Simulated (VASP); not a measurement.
Wanted: the native input for a VASP 6.6.1 run.

```
Task                   : single point
Functional             : PBEsol
Potentials or basis    : VASP PAW PBE potentials, release 64 (Rb_sv, Br)
Cutoff                 : 520 eV
k mesh                 : 2 × 2 × 2
Occupations            : fermi-dirac, width 0.052 eV
Spin                   : no spin polarisation
Dipole correction      : no
Further INCAR settings : LREAL = Auto; ALGO = Normal; EDIFF = 1e-06; NBANDS = 78
```

The structure of RbBr lies in POSCAR:

```
RbBr
1.0
    0.0000000000      6.9216640948      6.9216640948
    6.9216640948      0.0000000000      6.9216640948
    6.9216640948      6.9216640948      0.0000000000
Rb Br
8 8
Direct
    0.0036972323     -0.0034878896      0.0028969912
   -0.0066567807     -0.0221227147      0.5131845393
    0.0022011325      0.4901170374      0.0195365591
   -0.0030050577      0.4950636080      0.4948493531
    0.5126974455     -0.0042419712      0.0166753975
    0.4941310288      0.0210618426      0.4847915117
    0.4906518076      0.5087731724     -0.0012040457
    0.5140657581      0.5068474072      0.4919700600
    0.2431319950      0.2444276372      0.2695149569
    0.2577805677      0.2517272546      0.7388862606
    0.2396149217      0.7654818159      0.2440114078
    0.2581741147      0.7428432570      0.7496878538
    0.7779390803      0.2220009493      0.2525492390
    0.7289536058      0.2587465927      0.7453659885
    0.7400016715      0.7713104720      0.2291964733
    0.7460796897      0.7520080329      0.7465066101
```

The input as run:

INCAR

```
SYSTEM = RbBr
ALGO = Normal ; EDIFF = 1E-6
ENCUT = 520 ; GGA = PS
ISIF = 2 ; ISMEAR = -1
LASPH = .TRUE. ; LCHARG = .FALSE.
LREAL = Auto ; LWAVE = .FALSE.
NBANDS = 78 ; NELM = 100
PREC = Accurate ; SIGMA = 0.052
```

KPOINTS

```
k-points
0
G
  2 2 2
  0 0 0
```

Potentials or basis: VASP PAW PBE potentials, release 64 (Rb_sv, Br).

Run with:

```bash
$ cat potpaw_PBE.64/Rb_sv/POTCAR potpaw_PBE.64/Br/POTCAR > POTCAR
$ mpirun -np 1 vasp_std > vasp.out
```

Results of the run:

```json
{
  "Pressure": "-0.1 GPa",
  "Largest force": "0.760 eV/Å",
  "Band gap on the k mesh": "4.05 eV"
}
```

Caveat: the atoms stand as in a frame of molecular dynamics; the PAW data sets were made with another functional, which shifts forces and pressure a little.

It took 11 min on 1 thread of Intel(R) Xeon(R) Platinum 8488C (Sapphire Rapids), with other jobs on the host, peak memory 1 GiB.
